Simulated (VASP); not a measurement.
MnO:

```xyz
4
Lattice="0.0000 2.2696 2.2696 2.2696 0.0000 2.2696 4.4802 4.4802 0.0590" Properties=species:S:1:pos:R:3 pbc="T T T"
Mn    0.0000    0.0000    0.0000
Mn    2.2401    2.2401    0.0295
O     2.2548    2.2548    2.2844
O     4.4949    4.4949    2.3139
```

Base run:

| Quantity | Value |
| --- | --- |
| Program | VASP 6.6.1 |
| Functional | PBE |
| Potentials or basis | VASP PAW PBE potentials, release 64 (Mn_pv, O) |
| Cutoff | 520 eV |
| k mesh | 12 × 12 × 6 |
| Occupations | gaussian, width 0.05 eV |
| Spin | collinear spin, antiferromagnetic start |
| Starting moments | [4.7, -4.7, 0.0, 0.0] μB |
| Hubbard terms | Mn d U = 6.0 eV |

Its results: band gap on the k mesh 1.93 eV; pressure 0.3 GPa; net moment 0.00 μB per cell; site moments Mn +4.65, -4.65; O +0.00 μB.

Task: The run is repeated on the same cell with these changes: hubbard terms from Mn d U = 6.0 eV to Mn d U = 3.9 eV. What comes out?

Result: Band gap on the k mesh 1.62 eV; pressure -1.5 GPa; net moment 0.00 μB per cell; site moments Mn +4.58, -4.58; O +0.00 μB.

A k mesh can miss the band edges.
